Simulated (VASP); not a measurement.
Write the native input for VASP 6.6.1 that does the following.

* Task: single point
* Functional: PBE
* Potentials or basis: VASP PAW PBE potentials, release 64 (Si, C)
* Cutoff: 520 eV
* k mesh: 12 × 12 × 6
* Occupations: gaussian, width 0.05 eV
* Spin: no spin polarisation
* Dipole correction: no
* Further INCAR settings: ALGO = Normal; EDIFF = 1e-06; NBANDS = 16

The structure of SiC lies in POSCAR:

```
SiC
1.0
    3.3391077199      0.0000000000      0.0000000000
   -1.6695538599      2.8917521114      0.0000000000
    0.0000000000      0.0000000000      5.4799428716
Si C
2 2
Direct
    0.3333333333      0.6666666667      0.0045635313
    0.6666666667      0.3333333333      0.5045635313
    0.3333333333      0.6666666667      0.3804364687
    0.6666666667      0.3333333333      0.8804364687
```

This cell differs from its parent crystal: strain +0.080 along x and y, +0.080 along z.

One way to write it, as run:

INCAR

```
PREC     = Accurate       # precision mode
ENCUT    = 520            # plane-wave cutoff, eV
EDIFF    = 1E-6           # SCF threshold, eV
ISMEAR   = 0              # smearing method
SIGMA    = 0.05           # smearing width, eV
LREAL    = False          # projectors in reciprocal space
LASPH    = True           # aspherical terms in the spheres
NELM     = 100            # most SCF steps
ALGO     = Normal         # electronic algorithm
ISIF     = 2              # what is computed and relaxed
LWAVE    = False          # write WAVECAR
LCHARG   = False          # write CHGCAR
GGA      = PE             # functional
NBANDS   = 16             # bands
```

KPOINTS

```
Automatic mesh
0
Gamma
  12 12 6
```

Potentials or basis: VASP PAW PBE potentials, release 64 (Si, C).

Run with:

```console
$ cat potpaw_PBE.64/Si/POTCAR potpaw_PBE.64/C/POTCAR > POTCAR
$ mpirun -np 1 vasp_std > vasp.out
```

Results of the run:

- Pressure: -30.8 GPa
- Largest force: 0.035 eV/Å
- Band gap on the k mesh: 2.39 eV (least direct gap 2.90 eV)

Caveat: the cell differs from its parent crystal (strain +0.080 along x and y, +0.080 along z); the cell stands under tension.

Run time: 95 s on 1 thread of Intel Xeon 8259CL, on a shared host, peak memory 0.2 GiB.
